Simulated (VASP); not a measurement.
Al:

```xyz
1
Lattice="0.0000 1.9967 1.9967 1.9967 0.0000 1.9967 1.9967 1.9967 0.0000" Properties=species:S:1:pos:R:3 pbc="T T T"
Al    0.0000    0.0000    0.0000
```

Base run:

```yaml
Program: VASP 6.6.1
Functional: r2SCAN
Potentials_or_basis: VASP PAW PBE potentials, release 64 (Al)
Cutoff: 520 eV
k_mesh: 14 × 14 × 14
Occupations: fermi-dirac, width 0.1 eV
Spin: no spin polarisation
```

Its results: pressure -0.5 GPa.

Task: The run is repeated on the same cell with these changes: k mesh from 14 × 14 × 14 to 11 × 11 × 11. What comes out?

Result: Pressure -0.1 GPa.

Caveats: the PAW data sets were made with another functional, which shifts forces and pressure a little.
